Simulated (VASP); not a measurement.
**HfB: single point with PBE**

Crystal: HfB.

```
Hf B
1.0
     0.00000    2.26818    2.26818
     2.26818    0.00000    2.26818
     2.26818    2.26818    0.00000
Hf B
1 1
Direct
  0.50000 0.50000 0.50000
  0.00000 0.00000 0.00000
```

- Program: VASP 6.6.1
- Task: single point
- Functional: PBE
- Potentials or basis: VASP PAW PBE potentials, release 64 (Hf_pv, B)
- Cutoff: 520 eV
- k mesh: 9 × 9 × 9
- Occupations: methfessel-paxton, width 0.1 eV
- Spin: no spin polarisation
- Dipole correction: no
- Further INCAR settings: ALGO = Normal; EDIFF = 1e-06; NBANDS = 14

The pressure is 47.9 GPa.

Levels at points of the mesh, in eV from the Fermi level:
```tsv
k point	band 3	band 4	band 5	band 6	band 7	band 8	band 9	band 10	band 11	band 12
(0.00, 0.00, 0.00)	-27.96	-9.69	2.30	2.30	2.30	4.18	4.18	4.18	4.49	4.49
```

It took 12 s on 1 thread of AMD EPYC 7R43 64-Core Processor (Zen 3), with other jobs on the host, peak memory 0.11 GiB.

Caveat: spin-orbit coupling is left out, which moves the levels of the heavy elements.
